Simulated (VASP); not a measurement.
CsPbBr3:

```
Br Pb Cs
1.0
     5.85585    0.00000    0.00000
     0.00000    5.85585    0.00000
     0.00000    0.00000    5.85585
Br Pb Cs
3 1 1
Direct
  0.00000 0.50000 0.50000
  0.50000 0.00000 0.50000
  0.50000 0.50000 0.00000
  0.50000 0.50000 0.50000
  0.00000 0.00000 0.00000
```

```yaml
Program: VASP 6.6.1
Task: relaxation of cell and atoms
Functional: PBE
Potentials_or_basis: VASP PAW PBE potentials, release 64 (Br, Pb_d, Cs_sv)
Cutoff: 600 eV
k_mesh: 3 × 3 × 3
Occupations: fermi-dirac, width 0.0806 eV
Spin: no spin polarisation
```

At the start: pressure 1.3 GPa; volume 40.16 Å³/atom.

Where does the relaxation end?

Over 3 steps the energy falls by 9.8 meV/atom and the volume is 42.72 Å³/atom (+6.4 %); space group Pm-3m (No. 221, to 0.1 Å) before and after.

The path:
| step | energy change (eV) | largest force (eV/Å) | pressure (GPa) | volume (Å³) |
| --- | --- | --- | --- | --- |
| 1 | 0.0000 | 0.0000 | 1.32 | 200.80 |
| 2 | -0.0469 | 0.0000 | 0.26 | 210.57 |
| 3 | -0.0492 | 0.0000 | -0.01 | 213.59 |

Final structure:
```cif
data_structure
_symmetry_space_group_name_H-M 'P 1'
_symmetry_Int_Tables_number 1
_cell_length_a 5.9776
_cell_length_b 5.9776
_cell_length_c 5.9776
_cell_angle_alpha 90.000
_cell_angle_beta 90.000
_cell_angle_gamma 90.000
_cell_volume 213.59
loop_
_atom_site_label
_atom_site_type_symbol
_atom_site_fract_x
_atom_site_fract_y
_atom_site_fract_z
_atom_site_occupancy
Br1 Br 0.00000 0.50000 0.50000 1
Br2 Br 0.50000 0.00000 0.50000 1
Br3 Br 0.50000 0.50000 0.00000 1
Pb1 Pb 0.50000 0.50000 0.50000 1
Cs1 Cs 0.00000 0.00000 0.00000 1
```
